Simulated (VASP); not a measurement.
# Co (P6_3/mmc) in VASP: further runs

Co is run at these levels: PBE; tasks: single point.

Program: VASP 6.6.1. These are calculated values, not measurements. Logs are shortened: lines on timing, memory, paths and dates and some standing lists are left out, and cuts for length are marked.

### 1 The cell of the first run

Symmetry: P6_3/mmc, No. 194, hexagonal system. Conventional cell: a = 2.419 Å, b = 2.419 Å, c = 3.710 Å, α = 90.00°, β = 90.00°, γ = 120.00°. Co (site symmetry -6m2) has 12 Co at 2.32 to 2.42 Å within 3.1 Å.

### 2 Single point, PBE, collinear spin, ferromagnetic start

File INCAR:

```
  ALGO = Normal
  EDIFF = 1E-6
  ENCUT = 520
  GGA = PE
  ISIF = 2
  ISMEAR = 0
  ISPIN = 2
  LASPH = True
  LCHARG = True
  LELF = True
  LMAXMIX = 4
  LORBIT = 11
  LREAL = False
  LVHAR = True
  LWAVE = False
  MAGMOM = 1.86 1.86
  NBANDS = 20
  NELM = 150
  PREC = Accurate
  SIGMA = 0.15
```

File KPOINTS:

```
k-points
0
Gamma
  21 21 12
```

File POSCAR:

```
Co
1.0
    2.4186000000      0.0000000000      0.0000000000
   -1.2093000000      2.0945690416      0.0000000000
    0.0000000000      0.0000000000      3.7097000000
Co
2
Direct
    0.3333333333      0.6666666667      0.2500000000
    0.6666666667      0.3333333333      0.7500000000
```

Potentials or basis: VASP PAW PBE potentials, release 64 (Co).

Launch:

```
> cat potpaw_PBE.64/Co/POTCAR > POTCAR
> mpirun -np 1 vasp_std > vasp.out
```

OUTCAR:

```text
EDIFF = 1E-6
   ENCUT = 520
   GGA = PE
   ISIF = 2
   ISMEAR = 0
   ISPIN = 2
   LASPH = True
   LORBIT = 11
   LREAL = False
   NELM = 150
   PREC = Accurate

 ion  position               nearest neighbor table
   1  0.333  0.667  0.250-   2 2.32   2 2.32   2 2.32   2 2.32   2 2.32   2 2.32
   2  0.667  0.333  0.750-   1 2.32   1 2.32   1 2.32   1 2.32   1 2.32   1 2.32

  LATTYP: Found a hexagonal cell.
 ALAT       =     2.4186000000
 C/A-ratio  =     1.5338212189

  Lattice vectors:

 A1 = (   2.4186000000,   0.0000000000,   0.0000000000)
 A2 = (  -1.2093000000,   2.0945690416,   0.0000000000)
 A3 = (   0.0000000000,   0.0000000000,   3.7097000000)

Analysis of symmetry for initial positions (statically):
=====================================================================
 Subroutine PRICEL returns:
 Original cell was already a primitive cell.

 Routine SETGRP: Setting up the symmetry group for a
 hexagonal supercell.

 Subroutine GETGRP returns: Found 24 space group operations
 (whereof 12 operations were pure point group operations)
 out of a pool of 24 trial point group operations.

The static configuration has the point symmetry D_3d.
 The point group associated with its full space group is D_6h.

Analysis of symmetry for dynamics (positions and initial velocities):
=====================================================================
 Subroutine PRICEL returns:
 Original cell was already a primitive cell.

 Routine SETGRP: Setting up the symmetry group for a
 hexagonal supercell.

 Subroutine GETGRP returns: Found 24 space group operations
 (whereof 12 operations were pure point group operations)
 out of a pool of 24 trial point group operations.

The dynamic configuration has the point symmetry D_3d.
 The point group associated with its full space group is D_6h.

Analysis of structural, dynamic, and magnetic symmetry:
=====================================================================
 Subroutine PRICEL returns:
 Original cell was already a primitive cell.

 Routine SETGRP: Setting up the symmetry group for a
 hexagonal supercell.

 Subroutine GETGRP returns: Found 24 space group operations
 (whereof 12 operations were pure point group operations)
 out of a pool of 24 trial point group operations.

The overall configuration has the point symmetry D_3d.
 The point group associated with its full space group is D_6h.

 Subroutine INISYM returns: Found 24 space group operations
 (whereof 12 operations are pure point group operations),
 and found     1 'primitive' translations

----------------------------------------------------------------------------------------

                                     Primitive cell

  volume of cell :      18.7931

  direct lattice vectors                    reciprocal lattice vectors
     2.418600000  0.000000000  0.000000000     0.413462334  0.238712590  0.000000000
    -1.209300000  2.094569042  0.000000000     0.000000000  0.477425179  0.000000000
     0.000000000  0.000000000  3.709700000     0.000000000  0.000000000  0.269563577

  length of vectors
     2.418600000  2.418600000  3.709700000     0.477425179  0.477425179  0.269563577

  position of ions in fractional coordinates (direct lattice)
     0.333333333  0.666666667  0.250000000
     0.666666667  0.333333333  0.750000000

  ion indices of the primitive-cell ions
   primitive index   ion index
                 1           1
                 2           2

----------------------------------------------------------------------------------------

 KPOINTS: k-points

Automatic generation of k-mesh.
 Grid dimensions read from file:
 generate k-points for:   21   21   12

 Generating k-lattice:

  Cartesian coordinates                     Fractional coordinates (reciprocal lattice)
     0.019688683  0.011367266  0.000000000     0.047619048 -0.000000000  0.000000000
     0.000000000  0.022734532  0.000000000     0.000000000  0.047619048  0.000000000
     0.000000000  0.000000000  0.022463631     0.000000000  0.000000000  0.083333333

  Length of vectors
     0.022734532  0.022734532  0.022463631

  Shift w.r.t. Gamma in fractional coordinates (k-lattice)
     0.000000000  0.000000000  0.000000000

 Subroutine IBZKPT returns following result:
 ===========================================

 Found    336 irreducible k-points:

 Following reciprocal coordinates:
            Coordinates               Weight
  0.000000  0.000000  0.000000      1.000000
  0.047619  0.000000  0.000000      6.000000
  0.095238  0.000000  0.000000      6.000000
  0.142857  0.000000  0.000000      6.000000
  0.190476  0.000000  0.000000      6.000000
  0.238095  0.000000  0.000000      6.000000
[... 16 lines left out ...]
  0.142857  0.095238  0.000000     12.000000
  0.190476  0.095238  0.000000     12.000000
 [... further k-points ...]
   k-points           NKPTS =    336   k-points in BZ     NKDIM =    336   number of bands    NBANDS=     20
   number of dos      NEDOS =    301   number of ions     NIONS =      2
   total plane-waves  NPLWV =   9072
   dimension x,y,z NGX =    18 NGY =   18 NGZ =   28
   dimension x,y,z NGXF=    36 NGYF=   36 NGZF=   56
   ions per type =               2
   NGX,Y,Z   is equivalent  to a cutoff of  12.37, 12.37, 12.55 a.u.
   NGXF,Y,Z  is equivalent  to a cutoff of  24.75, 24.75, 25.10 a.u.
 SYSTEM =  unknown system
   PREC   = accura    normal or accurate (medium, high low for compatibility)
   ISTART =      0    job   : 0-new  1-cont  2-samecut
   ICHARG =      2    charge: 1-file 2-atom 10-const
   ISPIN  =      2    spin polarized calculation?
   LNONCOLLINEAR =      F non collinear calculations
   LSORBIT =      F    spin-orbit coupling
   LASPH  =      T    aspherical Exc in radial PAW
   ENCUT  =  520.0 eV  38.22 Ry    6.18 a.u.   4.50  4.50  6.90*2*pi/ulx,y,z
   NELM   =    150;   NELMIN=  2; NELMDL= -5     # of ELM steps
   EDIFF  = 0.1E-05   stopping-criterion for ELM
   LREAL  =      F    real-space projection
   EDIFFG = 0.1E-04   stopping-criterion for IOM
   NSW    =      0    number of steps for IOM
   IBRION =     -1    ionic relax: 0-MD 1-quasi-New 2-CG
   NFREE  =      0    steps in history (QN), initial steepest desc. (CG)
   ISIF   =      2    stress and relaxation
   ISYM   =      2    0-nonsym 1-usesym 2-fastsym
   POTIM  = 0.5000    time-step for ionic-motion
   TEBEG  =    0.0;   TEEND  =   0.0 temperature during run
   PSTRESS=    0.0 pullay stress
   NELECT =      18.0000    total number of electrons
   NUPDOWN=      -1.0000    fix difference up-down
   EMIN   =  10.00;   EMAX   =-10.00  energy-range for DOS
   EFERMI =   0.00;   METHOD = LEGACY
   ISMEAR =     0;   SIGMA  =   0.15  broadening in eV -4-tet -1-fermi 0-gaus
   EFERMI_NEDOS =   21; number of points for ismear=-14 and -15
   IALGO  =     38    algorithm
   IMIX   =      4    mixing-type and parameters
     AMIX     =   0.40;   BMIX     =  1.00
     AMIX_MAG =   1.60;   BMIX_MAG =  1.00
  volume/ion in A,a.u.               =       9.40        63.41
  Fermi-wavevector in a.u.,A,eV,Ry     =   1.613738  3.049524 35.431638  2.604152
  Thomas-Fermi vector in A             =   2.708760
   LORBIT       =     11    0 simple, 1 ext, 2 COOP (PROOUT), +10 PAW based schemes
   GGA     = PE    functional components
   LHFCALC =     F    Hartree Fock is set to
   AEXX    =    0.0000 exact exchange contribution
   IVDW    =     0    specifies the selected vdW correction
   LEPSILON=     F    determine dielectric tensor
   LRPA    =     F    only Hartree local field effects (RPA)
 spin polarized calculation
 Gauss-broadening in eV      SIGMA  =   0.15
  energy-cutoff  :      520.00
  volume of cell :       18.79
 maximum number of plane-waves:       523
 NGX is ok and might be reduce to    18
   NGX =  9   NGY =  9   NGZ = 13

 number of electron      17.9999987 magnetization       2.9439876

 Free energy of the ion-electron system (eV)
  ---------------------------------------------------
  ext. energy  EPLUGINS =         0.00000000
  ---------------------------------------------------
  free energy    TOTEN  =       -13.70826074 eV

  energy without entropy =      -13.69104630  energy(sigma->0) =      -13.69965352

 E-fermi :  12.4203     XC(G=0): -14.2695

 val. band max:       12.4144755069   @ k =   0.4286   0.0476   0.2500
 cond. band min:      12.4225358858   @ k =   0.0476   0.0000   0.2500
 fundamental gap:      0.0080603789
 Fermi energy:        12.4203466610

 spin component 1

 k-point     1 :       0.0000    0.0000    0.0000
  band No.  band energies     occupation
      1       2.6820      1.00000
      2       6.6066      1.00000
      3       9.6215      1.00000
      4       9.6215      1.00000
      5       9.9485      1.00000
      6      10.0999      1.00000
[... 12 lines left out ...]
     19      39.8551      0.00000
     20      40.7968      0.00000

 k-point     2 :       0.0476    0.0000    0.0000
  band No.  band energies     occupation
      1       2.7681      1.00000
      2       6.6568      1.00000
      3       9.5216      1.00000
      4       9.6656      1.00000
      5      10.0308      1.00000
      6      10.0815      1.00000
[... 12 lines left out ...]
     19      41.0683      0.00000
     20      41.5032      0.00000

 k-point     3 :       0.0952    0.0000    0.0000
  band No.  band energies     occupation
      1       3.0233      1.00000
      2       6.7994      1.00000
      3       9.3241      1.00000
      4       9.7956      1.00000
      5      10.0200      1.00000
      6      10.0742      1.00000
[... 12 lines left out ...]
     19      41.2045      0.00000
     20      42.7707      0.00000

 k-point     4 :       0.1429    0.0000    0.0000
  band No.  band energies     occupation
      1       3.4373      1.00000
      2       7.0078      1.00000
      3       9.0995      1.00000
      4       9.6968      1.00000
      5       9.9437      1.00000
      6      10.0041      1.00000
[... 429 lines left out ...]
 k-point    23 :       0.1429    0.0952    0.0000
  band No.  band energies     occupation
      1       4.2240      1.00000
      2       7.3409      1.00000
      3       8.7471      1.00000
      4       9.0552      1.00000
      5       9.7473      1.00000
      6       9.8667      1.00000
[... 12 lines left out ...]
     19      39.2247      0.00000
     20      42.8363      0.00000

 k-point    24 :       0.1905    0.0952    0.0000
  band No.  band energies     occupation
      1       4.8727      1.00000
      2       7.5097      1.00000
      3       8.5711      1.00000
      4       8.6147      1.00000
      5       9.6061      1.00000
      6       9.8558      1.00000
[... 12 lines left out ...]
     19      39.4337      0.00000
     20      41.3523      0.00000

 [... further k-points ...]

 spin component 2

 k-point     1 :       0.0000    0.0000    0.0000
  band No.  band energies     occupation
      1       2.7003      1.00000
      2       7.5234      1.00000
      3      11.1245      1.00000
      4      11.1245      1.00000
      5      11.5174      1.00000
      6      11.6689      1.00000
[... 12 lines left out ...]
     19      40.1793      0.00000
     20      40.5845      0.00000

 k-point     2 :       0.0476    0.0000    0.0000
  band No.  band energies     occupation
      1       2.7868      1.00000
      2       7.5790      1.00000
      3      11.0105      1.00000
      4      11.1723      1.00000
      5      11.6062      1.00000
      6      11.6461      1.00000
[... 12 lines left out ...]
     19      41.3950      0.00000
     20      41.7695      0.00000

 k-point     3 :       0.0952    0.0000    0.0000
  band No.  band energies     occupation
      1       3.0434      1.00000
      2       7.7378      1.00000
      3      10.7790      1.00000
      4      11.3135      1.00000
      5      11.4714      1.00000
      6      11.5674      1.00000
[... 12 lines left out ...]
     19      41.0733      0.00000
     20      43.0783      0.00000

 k-point     4 :       0.1429    0.0000    0.0000
  band No.  band energies     occupation
      1       3.4612      1.00000
      2       7.9742      1.00000
      3      10.5076      1.00000
      4      10.8815      1.00000
      5      11.4663      1.00000
      6      11.5407      1.00000
[... 429 lines left out ...]
 k-point    23 :       0.1429    0.0952    0.0000
  band No.  band energies     occupation
      1       4.2611      1.00000
      2       8.3597      1.00000
      3      10.0846      1.00000
      4      10.1406      1.00000
      5      11.2240      1.00000
      6      11.3507      1.00000
[... 12 lines left out ...]
     19      39.3479      0.00000
     20      43.3342      0.00000

 k-point    24 :       0.1905    0.0952    0.0000
  band No.  band energies     occupation
      1       4.9331      1.00000
      2       8.5761      1.00000
      3       9.6888      1.00000
      4       9.8422      1.00000
      5      11.0621      1.00000
      6      11.3156      1.00000
[... 12 lines left out ...]
     19      39.6224      0.00000
     20      41.8234      0.00000

 [... further k-points ...]
[... 5 lines left out ...]
  --------------------------------------------------------------------------------------
  -------------------------------------------------------------------------------------
  Total        4.0911886      4.0911886      6.7930781     -0.0000000      0.0000000      0.0000000
  in kB      348.7888293    348.7888293    579.1348096     -0.0000000      0.0000000      0.0000000
  external PRESSURE =     425.5708227 kB  Pullay stress =       0.0000000 kB

 VOLUME and BASIS-vectors are now :
 -----------------------------------------------------------------------------
  energy-cutoff  :      520.00
  volume of cell :       18.79
      direct lattice vectors                 reciprocal lattice vectors
     2.418600000  0.000000000  0.000000000     0.413462334  0.238712590  0.000000000
    -1.209300000  2.094569042  0.000000000     0.000000000  0.477425179  0.000000000
     0.000000000  0.000000000  3.709700000     0.000000000  0.000000000  0.269563577

 POSITION                                       TOTAL-FORCE (eV/Angst)
 -----------------------------------------------------------------------------------
     -0.00000      1.39638      0.92743         0.000000      0.000000      0.000000
      1.20930      0.69819      2.78228        -0.000000     -0.000000      0.000000
 -----------------------------------------------------------------------------------
    total drift:                                0.000000     -0.000000     -0.000000

  FREE ENERGIE OF THE ION-ELECTRON SYSTEM (eV)
  ---------------------------------------------------
  free  energy   TOTEN  =       -13.7082607423 eV

  energy  without entropy=      -13.6910462994  energy(sigma->0) =      -13.69965352

 total charge

# of ion       s       p       d       tot
------------------------------------------
    1        0.556   0.660   7.387   8.603
    2        0.556   0.660   7.387   8.603
--------------------------------------------------
tot          1.111   1.320  14.775  17.206

 magnetization (x)

# of ion       s       p       d       tot
------------------------------------------
    1       -0.017  -0.057   1.538   1.464
    2       -0.017  -0.057   1.538   1.464
--------------------------------------------------
tot         -0.034  -0.113   3.076   2.928
```

Wall time 2.4 min (1 thread of Intel Xeon Platinum 8488C (Sapphire Rapids), shared host); peak memory 0.27 GiB.

What came out:

| Item | Value |
| --- | --- |
| Free energy | -13.7083 eV |
| Pressure | 42.6 GPa |
| Net moment | 2.94 μB per cell |
| Site moments | Co +1.46 μB |
| Valence electrons inside the program's atomic spheres | Co 8.60 |

[end of part 1 of 2]
